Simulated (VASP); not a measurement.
The system is CaHfS2.

```
Ca Hf S
1.0
     3.77834    0.00000    0.00000
     0.00000    3.77834    0.00000
     0.00000    0.00000    6.61383
Ca Hf S
1 1 2
Direct
  0.50000 0.50000 0.50000
  0.00000 0.00000 0.50000
  0.50000 0.50000 0.80210
  0.50000 0.50000 0.19790
```

The cell was built from a structure type or drawn by symmetry, and may not be a known phase.

| Item | Value |
| --- | --- |
| Program | VASP 6.6.1 |
| Task | relaxation of cell and atoms |
| Functional | PBE |
| Potentials or basis | VASP PAW PBE potentials, release 64 (Ca_sv, Hf_pv, S) |
| Cutoff | 600 eV |
| k mesh | 4 × 4 × 4 |
| Occupations | gaussian, width 0.1 eV |
| Spin | no spin polarisation |

At the start: pressure 21.8 GPa; volume 23.60 Å³/atom.

Q: How do energy, volume and symmetry change on relaxing?

A: Over 19 steps the energy falls by 1080.0 meV/atom and the volume is 33.92 Å³/atom (+43.7 %); space group P4/mmm (No. 123, to 0.1 Å) before and after.

The path:
| step | energy change (eV) | largest force (eV/Å) | pressure (GPa) | volume (Å³) |
| --- | --- | --- | --- | --- |
| 1 | 0.0000 | 7.2974 | 21.78 | 94.42 |
| 2 | -1.5700 | 1.1207 | -2.33 | 143.31 |
| 3 | -2.6398 | 0.7203 | 1.95 | 116.43 |
| 4 | -2.6691 | 0.8137 | 2.59 | 114.56 |
| 5 | -2.6789 | 1.0435 | 3.90 | 111.46 |
| 6 | -3.6392 | 2.4109 | 0.63 | 124.82 |
| 7 | -4.1068 | 0.5574 | -0.13 | 148.98 |
| 8 | -4.1544 | 1.9607 | -0.70 | 141.40 |
| 9 | -4.1619 | 1.7703 | -0.66 | 142.83 |
| 10 | -3.9295 | 4.4911 | 1.61 | 146.93 |
| 11 | -4.2444 | 0.0850 | -0.29 | 144.41 |
| 12 | -4.2945 | 0.2147 | -1.18 | 143.18 |
| 13 | -4.2948 | 0.2026 | -1.12 | 143.29 |
| 14 | -4.3128 | 0.4410 | -0.16 | 137.99 |
| 15 | -4.3131 | 0.3691 | -0.27 | 138.53 |
| 16 | -4.3197 | 0.0237 | -0.04 | 135.70 |
| 17 | -4.3198 | 0.0008 | -0.06 | 135.87 |
| 18 | -4.3199 | 0.0428 | 0.10 | 135.53 |
| 19 | -4.3200 | 0.0247 | 0.03 | 135.67 |

Final structure:
```xyz
4
Lattice="4.3869 0.0000 0.0000 0.0000 4.3869 0.0000 0.0000 0.0000 7.0499" Properties=species:S:1:pos:R:3 pbc="T T T"
Ca    2.1934    2.1934    3.5250
Hf    0.0000    0.0000    3.5250
S     2.1934    2.1934    6.0584
S     2.1934    2.1934    0.9916
```

Caveat: the k points lie up to 0.36 Å⁻¹ apart in the final cell; the volume moved by over 15 % at a fixed basis, so the end points are rough.
